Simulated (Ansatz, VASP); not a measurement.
## One calculation of KBeCl3, two programs

```xyz
10
Lattice="6.6262 0.0000 0.0000 0.0000 6.6262 0.0000 0.0000 0.0000 4.6842" Properties=species:S:1:pos:R:3 pbc="T T T"
K     0.0000    3.3131    2.3421
K     3.3131    0.0000    2.3421
Be    3.3131    3.3131    0.0000
Be    0.0000    0.0000    0.0000
Cl    4.9887    1.6756    0.0000
Cl    4.9506    4.9887    0.0000
Cl    3.3131    3.3131    2.3421
Cl    1.6375    4.9506    0.0000
Cl    1.6756    1.6375    0.0000
Cl    0.0000    0.0000    2.3421
```

Alike in both runs: functional PBE; k mesh 4 × 4 × 6; occupations gaussian, width 0.02 eV; no spin polarisation.

Ansatz relaxed the structure, and its values are those at the end. VASP's run is a single point on that final structure, the one shown.

```csv
,VASP,Ansatz
version,VASP 6.6.1,Ansatz 0.2.0
potentials or method,"VASP PAW PBE potentials, release 64 (K_sv, Be, Cl), cutoff 520 eV","scalar-relativistic, plane waves, PAW"
valence electrons in the cell,64,64
```

Ansatz gave:

- gap on the k mesh at the Fermi level (eV): 2.43
- least direct gap on the mesh (eV): 2.47
- pressure (GPa): 0.0

Q: What did VASP give for the same quantities?

A: gap on the k mesh at the Fermi level (eV): 2.45; least direct gap on the mesh (eV): 2.49; pressure (GPa): -0.1.
